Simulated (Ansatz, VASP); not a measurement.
## Si2Mo in VASP and in Ansatz

```
Si Mo
1.0
     4.58547    0.00000    0.00000
    -2.29274    3.97113    0.00000
     0.00000    0.00000    6.57976
Si Mo
6 3
Direct
  0.16387 0.83613 0.83333
  0.32775 0.16387 0.16667
  0.83613 0.67225 0.50000
  0.83613 0.16387 0.83333
  0.67225 0.83613 0.16667
  0.16387 0.32775 0.50000
  0.50000 0.00000 0.50000
  0.00000 0.50000 0.16667
  0.50000 0.50000 0.83333
```

Alike in both runs: task relaxation of cell and atoms; functional LDA; k mesh 9 × 9 × 6; occupations gaussian, width 0.1 eV; no spin polarisation.

```csv
,VASP,Ansatz
version,VASP 6.6.1,Ansatz 0.2.0
potentials or method,"VASP PAW LDA potentials, release 64 (Si, Mo_sv), cutoff 500 eV","scalar-relativistic, plane waves, PAW"
valence electrons in the cell,66,66
```

Ansatz gave:

```
gap on the k mesh at the Fermi level, each at its own relaxed structure (eV) : 0.15
relaxed volume (Å³/atom)                                                     : 13.01
relaxed length of the cell vector where the two differ most in proportion (Å)              : 4.551
```

Q: Estimate VASP's values.

A: gap on the k mesh at the Fermi level, each at its own relaxed structure (eV): 0.15; relaxed volume (Å³/atom): 13.05; relaxed length of the cell vector where the two differ most in proportion (Å): 4.555.

LDA's correlation is that of Perdew and Zunger in VASP and of Perdew and Wang (1992) in Ansatz.
